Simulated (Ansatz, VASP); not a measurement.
# Ti in VASP and in Ansatz

INCAR

```
SYSTEM = Ti
ALGO = Normal ; EDIFF = 1E-7
ENCUT = 520 ; GGA = PE
ISIF = 2 ; ISMEAR = -1
LASPH = .True. ; LCHARG = .False.
LREAL = .False. ; LWAVE = .False.
NBANDS = 19 ; NELM = 60
PREC = Accurate ; SIGMA = 0.1
```

KPOINTS

```
k-points
0
Gamma
  15 15 15
  0 0 0
```

File POSCAR:

```
Ti
1.0
   -1.8261990852      1.8261990852      1.0483493832
    1.8261990852     -1.8261990852      1.0483493832
    1.8261990852      1.8261990852     -1.0483493832
Ti
2
Direct
   -0.3750000000     -0.1250000000     -0.2500000000
    0.3750000000      0.1250000000      0.2500000000
```

Input for Ansatz:

```yaml
crystal:
  lattice:
    - [-1.8261990852, 1.8261990852, 1.0483493832]
    - [1.8261990852, -1.8261990852, 1.0483493832]
    - [1.8261990852, 1.8261990852, -1.0483493832]
  atoms:
    - { symbol: Ti, position: [-0.375, -0.125, -0.25] }
    - { symbol: Ti, position: [0.375, 0.125, 0.25] }
kpoints:
  mp_grid: { grid: [15, 15, 15] }
scf:
  occupations: { method: fermi_dirac, width: 0.1 }
hamiltonian:
  xc: pbe
  pseudopotentials: { kind: all_electron, datasets: crystal }
output:
  forces: true
  stress: true
  eigenvalues: true
```

Change from the starting cell: volume scaled by 0.4, crystal datasets.

Alike in both runs: task single point; functional PBE; k mesh 15 × 15 × 15; occupations fermi-dirac, width 0.1 eV; no spin polarisation.

|  | VASP | Ansatz |
| --- | --- | --- |
| version | VASP 6.6.1 | Ansatz 0.2.0 |
| potentials or method | VASP PAW PBE potentials, release 64 (Ti_sv), cutoff 520 eV | all-electron PAW with datasets made for the crystal, scalar-relativistic |

|  | VASP | Ansatz | Ansatz less VASP |
| --- | --- | --- | --- |
| pressure (GPa) | 448.0 | 424.5 | -23.54 |
| traceless stress, the component that is largest in VASP (GPa) | -14.96 | -0.33 | +14.636 |

Both programs put the cell under a high pressure, so it lies far from rest at this level. Ansatz ran all-electron here, and VASP with PAW potentials.

Noted on VASP's run: the cell as given lies far from equilibrium.
